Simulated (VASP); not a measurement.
# CdSe (C2) in VASP: single point with PBE

Aim: the single point of CdSe with PBE.

Program: VASP 6.6.1. These are calculated values, not measurements. Logs are shortened: lines on timing, memory, paths and dates and some standing lists are left out, and cuts for length are marked.

## (1) The cell of the first run

It takes space group C2 (No. 5, monoclinic). The conventional cell has a = 6.234 Å, b = 6.197 Å, c = 4.125 Å, α = 90.00°, β = 125.68°, γ = 90.00°. Cd (site symmetry 2) has 4 Se at 2.58 to 2.98 Å within 3.4 Å. Se (site symmetry 2) has 4 Cd at 2.58 to 2.98 Å within 3.4 Å.

## (2) Single point, PBE (engineering shear strain xz -0.2200, normal strain along z +0.1000)

The input, INCAR:

```
ALGO = Normal
EDIFF = 1E-7
ENCUT = 520
GGA = PE
ISIF = 2
ISMEAR = 0
LASPH = T
LCHARG = T
LELF = T
LREAL = F
LVHAR = T
LWAVE = F
NBANDS = 16
NELM = 100
PREC = Accurate
SIGMA = 0.05
```

The input, KPOINTS:

```
k-points
0
Gamma
  10 10 10
```

The input, POSCAR:

```
CdSe
1.0
   -0.3408256141      3.4082561409      3.0984146735
    3.0984146735     -0.3408256141      3.0984146735
    2.7575890594      3.0674305268      0.0000000000
Cd Se
1 1
Direct
    0.0000000000      0.0000000000      0.0000000000
    0.7500000000      0.7500000000      0.7500000000
```

Potentials or basis: VASP PAW PBE potentials, release 64 (Cd, Se).

Run with:

```
$ cat potpaw_PBE.64/Cd/POTCAR potpaw_PBE.64/Se/POTCAR > POTCAR
$ mpirun -np 1 vasp_std > vasp.out
```

OUTCAR:

```text
EDIFF = 1E-7
   ENCUT = 520
   GGA = PE
   ISIF = 2
   ISMEAR = 0
   LASPH = T
   LREAL = F
   NELM = 100
   PREC = Accurate

 ion  position               nearest neighbor table
   1  0.000  0.000  0.000-   2 2.58   2 2.58   2 2.98   2 2.98
   2  0.750  0.750  0.750-   1 2.58   1 2.58   1 2.98   1 2.98

  LATTYP: Found a base centered monoclinic cell.
 ALAT       =     6.2342074358
 B/A-ratio  =     0.9940043559
 C/A-ratio  =     0.6616291910
 COS(beta)  =    -0.5832282599

  Lattice vectors:

 A1 = (  -3.0984146735,   0.3408256141,  -3.0984146735)
 A2 = (  -3.0984146735,   0.3408256141,   3.0984146735)
 A3 = (   2.7575890594,   3.0674305268,   0.0000000000)

Analysis of symmetry for initial positions (statically):
=====================================================================
 Subroutine PRICEL returns:
 Original cell was already a primitive cell.

 Routine SETGRP: Setting up the symmetry group for a
 base centered monoclinic supercell.

 Subroutine GETGRP returns: Found  2 space group operations
 (whereof  2 operations were pure point group operations)
 out of a pool of  4 trial point group operations.

The static configuration has the point symmetry C_2 .

Analysis of symmetry for dynamics (positions and initial velocities):
=====================================================================
 Subroutine PRICEL returns:
 Original cell was already a primitive cell.

 Routine SETGRP: Setting up the symmetry group for a
 base centered monoclinic supercell.

 Subroutine GETGRP returns: Found  2 space group operations
 (whereof  2 operations were pure point group operations)
 out of a pool of  4 trial point group operations.

The dynamic configuration has the point symmetry C_2 .

 Subroutine INISYM returns: Found  2 space group operations
 (whereof  2 operations are pure point group operations),
 and found     1 'primitive' translations

----------------------------------------------------------------------------------------

                                     Primitive cell

  volume of cell :      64.7199

  direct lattice vectors                    reciprocal lattice vectors
    -0.340825614  3.408256141  3.098414674    -0.146850923  0.132017497  0.161372848
     3.098414674 -0.340825614  3.098414674     0.146850923 -0.132017497  0.161372848
     2.757589059  3.067430527  0.000000000     0.179484462  0.164651035 -0.161372848

  length of vectors
     4.618716868  4.395055071  4.124733623     0.255019625  0.255019625  0.292174317

  position of ions in fractional coordinates (direct lattice)
     0.000000000  0.000000000  0.000000000
     0.750000000  0.750000000  0.750000000

  ion indices of the primitive-cell ions
   primitive index   ion index
                 1           1
                 2           2

----------------------------------------------------------------------------------------

 KPOINTS: k-points

Automatic generation of k-mesh.
 Grid dimensions read from file:
 generate k-points for:   10   10   10

 Generating k-lattice:

  Cartesian coordinates                     Fractional coordinates (reciprocal lattice)
    -0.014685092  0.013201750  0.016137285     0.100000000  0.000000000 -0.000000000
     0.014685092 -0.013201750  0.016137285     0.000000000  0.100000000  0.000000000
     0.017948446  0.016465104 -0.016137285     0.000000000  0.000000000  0.100000000

  Length of vectors
     0.025501963  0.025501963  0.029217432

  Shift w.r.t. Gamma in fractional coordinates (k-lattice)
     0.000000000  0.000000000  0.000000000

 Subroutine IBZKPT returns following result:
 ===========================================

 Found    282 irreducible k-points:

 Following reciprocal coordinates:
            Coordinates               Weight
  0.000000  0.000000  0.000000      1.000000
  0.100000 -0.000000 -0.000000      4.000000
  0.200000 -0.000000 -0.000000      4.000000
  0.300000  0.000000  0.000000      4.000000
  0.400000  0.000000  0.000000      4.000000
  0.500000  0.000000  0.000000      2.000000
[... 16 lines left out ...]
  0.300000  0.300000  0.000000      2.000000
  0.400000  0.300000  0.000000      4.000000
 [... further k-points ...]
   k-points           NKPTS =    282   k-points in BZ     NKDIM =    282   number of bands    NBANDS=     16
   number of dos      NEDOS =    301   number of ions     NIONS =      2
   total plane-waves  NPLWV =  41472
   dimension x,y,z NGX =    36 NGY =   36 NGZ =   32
   dimension x,y,z NGXF=    72 NGYF=   72 NGZF=   64
   ions per type =               1   1
   NGX,Y,Z   is equivalent  to a cutoff of  12.96, 13.62, 12.90 a.u.
   NGXF,Y,Z  is equivalent  to a cutoff of  25.92, 27.23, 25.79 a.u.
 SYSTEM =  unknown system
   PREC   = accura    normal or accurate (medium, high low for compatibility)
   ISTART =      0    job   : 0-new  1-cont  2-samecut
   ICHARG =      2    charge: 1-file 2-atom 10-const
   ISPIN  =      1    spin polarized calculation?
   LNONCOLLINEAR =      F non collinear calculations
   LSORBIT =      F    spin-orbit coupling
   LASPH  =      T    aspherical Exc in radial PAW
   ENCUT  =  520.0 eV  38.22 Ry    6.18 a.u.   8.59  8.17  7.67*2*pi/ulx,y,z
   NELM   =    100;   NELMIN=  2; NELMDL= -5     # of ELM steps
   EDIFF  = 0.1E-06   stopping-criterion for ELM
   LREAL  =      F    real-space projection
   EDIFFG = 0.1E-05   stopping-criterion for IOM
   NSW    =      0    number of steps for IOM
   IBRION =     -1    ionic relax: 0-MD 1-quasi-New 2-CG
   NFREE  =      0    steps in history (QN), initial steepest desc. (CG)
   ISIF   =      2    stress and relaxation
   ISYM   =      2    0-nonsym 1-usesym 2-fastsym
   POTIM  = 0.5000    time-step for ionic-motion
   TEBEG  =    0.0;   TEEND  =   0.0 temperature during run
   PSTRESS=    0.0 pullay stress
   NELECT =      18.0000    total number of electrons
   NUPDOWN=      -1.0000    fix difference up-down
   EMIN   =  10.00;   EMAX   =-10.00  energy-range for DOS
   EFERMI =   0.00;   METHOD = LEGACY
   ISMEAR =     0;   SIGMA  =   0.05  broadening in eV -4-tet -1-fermi 0-gaus
   EFERMI_NEDOS =   21; number of points for ismear=-14 and -15
   IALGO  =     38    algorithm
   IMIX   =      4    mixing-type and parameters
     AMIX     =   0.40;   BMIX     =  1.00
     AMIX_MAG =   1.60;   BMIX_MAG =  1.00
  volume/ion in A,a.u.               =      32.36       218.38
  Fermi-wavevector in a.u.,A,eV,Ry     =   1.068611  2.019383 15.536905  1.141930
  Thomas-Fermi vector in A             =   2.204265
   LORBIT       =      0    0 simple, 1 ext, 2 COOP (PROOUT), +10 PAW based schemes
   GGA     = PE    functional components
   LHFCALC =     F    Hartree Fock is set to
   AEXX    =    0.0000 exact exchange contribution
   IVDW    =     0    specifies the selected vdW correction
   LEPSILON=     F    determine dielectric tensor
   LRPA    =     F    only Hartree local field effects (RPA)
 non-spin polarized calculation
 Gauss-broadening in eV      SIGMA  =   0.05
  energy-cutoff  :      520.00
  volume of cell :       64.72
 maximum number of plane-waves:      1764
 NGX is ok and might be reduce to    36
   NGX = 17   NGY = 17   NGZ = 15

 number of electron      17.9999997 magnetization

 Free energy of the ion-electron system (eV)
  ---------------------------------------------------
  ext. energy  EPLUGINS =         0.00000000
  ---------------------------------------------------
  free energy    TOTEN  =        -5.19478106 eV

  energy without entropy =       -5.19478106  energy(sigma->0) =       -5.19478106

 E-fermi :   0.3657     XC(G=0):  -8.2616

 val. band max:        0.1893186577   @ k =   0.0000   0.0000   0.0000
 cond. band min:       0.5419948002   @ k =   0.0000   0.0000   0.0000
 fundamental gap:      0.3526761425
 Fermi energy:         0.3657454326

 k-point     1 :       0.0000    0.0000    0.0000
  band No.  band energies     occupation
      1     -12.0500      2.00000
      2      -7.7947      2.00000
      3      -7.6836      2.00000
      4      -7.6302      2.00000
      5      -7.4516      2.00000
      6      -7.4354      2.00000
[... 8 lines left out ...]
     15      10.2779      0.00000
     16      10.8880      0.00000

 k-point     2 :       0.1000   -0.0000   -0.0000
  band No.  band energies     occupation
      1     -12.0306      2.00000
      2      -7.7898      2.00000
      3      -7.6767      2.00000
      4      -7.6136      2.00000
      5      -7.4509      2.00000
      6      -7.4340      2.00000
[... 8 lines left out ...]
     15      10.3054      0.00000
     16      11.0250      0.00000

 k-point     3 :       0.2000   -0.0000   -0.0000
  band No.  band energies     occupation
      1     -11.9796      2.00000
      2      -7.7777      2.00000
      3      -7.6635      2.00000
      4      -7.5601      2.00000
      5      -7.4471      2.00000
      6      -7.4285      2.00000
[... 8 lines left out ...]
     15      10.4706      0.00000
     16      10.9138      0.00000

 k-point     4 :       0.3000    0.0000    0.0000
  band No.  band energies     occupation
      1     -11.9157      2.00000
      2      -7.7638      2.00000
      3      -7.6521      2.00000
      4      -7.4915      2.00000
      5      -7.4326      2.00000
      6      -7.4078      2.00000
[... 8 lines left out ...]
     15      10.3191      0.00000
     16      11.1139      0.00000

 k-point     5 :       0.4000    0.0000    0.0000
  band No.  band energies     occupation
      1     -11.8633      2.00000
      2      -7.7533      2.00000
      3      -7.6452      2.00000
      4      -7.4672      2.00000
      5      -7.4206      2.00000
      6      -7.3343      2.00000
[... 8 lines left out ...]
     15      10.2498      0.00000
     16      11.5387      0.00000

 k-point     6 :       0.5000    0.0000    0.0000
  band No.  band energies     occupation
      1     -11.8431      2.00000
      2      -7.7496      2.00000
      3      -7.6429      2.00000
      4      -7.4632      2.00000
      5      -7.4169      2.00000
      6      -7.2921      2.00000
[... 8 lines left out ...]
     15      10.0626      0.00000
     16      11.7540      0.00000

 k-point     7 :       0.1000    0.1000    0.0000
  band No.  band energies     occupation
      1     -12.0173      2.00000
      2      -7.7852      2.00000
      3      -7.6651      2.00000
      4      -7.6132      2.00000
      5      -7.4522      2.00000
      6      -7.4313      2.00000
[... 8 lines left out ...]
     15      10.4537      0.00000
     16      10.9131      0.00000

 k-point     8 :       0.2000    0.1000   -0.0000
  band No.  band energies     occupation
      1     -11.9713      2.00000
      2      -7.7729      2.00000
      3      -7.6485      2.00000
      4      -7.5751      2.00000
      5      -7.4491      2.00000
      6      -7.4246      2.00000
[... 8 lines left out ...]
     15      10.3951      0.00000
     16      11.2512      0.00000

 k-point     9 :       0.3000    0.1000    0.0000
  band No.  band energies     occupation
      1     -11.9097      2.00000
      2      -7.7585      2.00000
      3      -7.6388      2.00000
      4      -7.5119      2.00000
      5      -7.4342      2.00000
      6      -7.4044      2.00000
[... 8 lines left out ...]
     15      10.4382      0.00000
     16      11.4424      0.00000
[... 172 lines left out ...]
 k-point    19 :       0.5000    0.2000    0.0000
  band No.  band energies     occupation
      1     -11.7990      2.00000
      2      -7.7277      2.00000
      3      -7.6122      2.00000
      4      -7.4748      2.00000
      5      -7.4135      2.00000
      6      -7.2533      2.00000
[... 8 lines left out ...]
     15      11.5606      0.00000
     16      12.0637      0.00000

 k-point    20 :      -0.4000    0.2000   -0.0000
  band No.  band energies     occupation
      1     -11.8077      2.00000
      2      -7.7317      2.00000
      3      -7.6177      2.00000
      4      -7.4702      2.00000
      5      -7.4162      2.00000
      6      -7.2593      2.00000
[... 8 lines left out ...]
     15      11.2768      0.00000
     16      11.7161      0.00000

 k-point    21 :      -0.3000    0.2000    0.0000
  band No.  band energies     occupation
      1     -11.8480      2.00000
      2      -7.7433      2.00000
      3      -7.6270      2.00000
      4      -7.4744      2.00000
      5      -7.4224      2.00000
      6      -7.3284      2.00000
[... 8 lines left out ...]
     15      10.5813      0.00000
     16      11.1752      0.00000

 k-point    22 :      -0.2000    0.2000    0.0000
  band No.  band energies     occupation
      1     -11.9039      2.00000
      2      -7.7586      2.00000
      3      -7.6417      2.00000
      4      -7.4921      2.00000
      5      -7.4286      2.00000
      6      -7.4016      2.00000
[... 8 lines left out ...]
     15      10.3092      0.00000
     16      10.6317      0.00000

 k-point    23 :       0.3000    0.3000    0.0000
  band No.  band energies     occupation
      1     -11.8280      2.00000
      2      -7.7271      2.00000
      3      -7.5903      2.00000
      4      -7.5031      2.00000
      5      -7.4195      2.00000
      6      -7.3526      2.00000
[... 8 lines left out ...]
     15      11.1434      0.00000
     16      13.4731      0.00000

 k-point    24 :       0.4000    0.3000    0.0000
  band No.  band energies     occupation
      1     -11.7831      2.00000
      2      -7.7138      2.00000
      3      -7.5922      2.00000
      4      -7.4751      2.00000
      5      -7.4114      2.00000
      6      -7.2843      2.00000
[... 8 lines left out ...]
     15      11.4988      0.00000
     16      13.2485      0.00000

 [... further k-points ...]

------------------------ aborting loop because EDIFF is reached ----------------------------------------

  FORCE on cell =-STRESS in cart. coord.  units (eV):
  Direction    XX          YY          ZZ          XY          YZ          ZX
  --------------------------------------------------------------------------------------
  -------------------------------------------------------------------------------------
  Total       -0.1099771     -0.6973985     -0.3165261      2.2578015      0.0000000      0.0000000
  in kB       -2.7225468    -17.2644986     -7.8357840     55.8931693      0.0000000      0.0000000
  external PRESSURE =      -9.2742765 kB  Pullay stress =       0.0000000 kB

 VOLUME and BASIS-vectors are now :
 -----------------------------------------------------------------------------
  energy-cutoff  :      520.00
  volume of cell :       64.72
      direct lattice vectors                 reciprocal lattice vectors
    -0.340825614  3.408256141  3.098414674    -0.146850923  0.132017497  0.161372848
     3.098414674 -0.340825614  3.098414674     0.146850923 -0.132017497  0.161372848
     2.757589059  3.067430527  0.000000000     0.179484462  0.164651035 -0.161372848

 POSITION                                       TOTAL-FORCE (eV/Angst)
 -----------------------------------------------------------------------------------
      0.00000      0.00000      0.00000         0.000000      0.000000      0.628230
      4.13638      4.60115      4.64762        -0.000000     -0.000000     -0.628230
 -----------------------------------------------------------------------------------
    total drift:                               -0.000001     -0.000002     -0.000178

  FREE ENERGIE OF THE ION-ELECTRON SYSTEM (eV)
  ---------------------------------------------------
  free  energy   TOTEN  =        -5.1947810591 eV

  energy  without entropy=       -5.1947810589  energy(sigma->0) =       -5.19478106
```

It took 2.9 min on 1 thread of AMD EPYC 9R45 (Zen 5), shared host; peak memory 0.4 GiB.

Results:

```yaml
Free_energy: -5.1948 eV
Pressure: -0.9 GPa
Largest_force: 0.628 eV/Å
Band_gap_on_the_k_mesh: 0.35 eV
```

Forces on the atoms (eV/Å):
```
Cd   0.000  0.000  0.628
Se   0.000  0.000 -0.628
```

Caveat: the cell differs from its parent crystal (engineering shear strain xz -0.2200, normal strain along z +0.1000); semilocal functionals underestimate gaps, and a narrow one can read as zero.
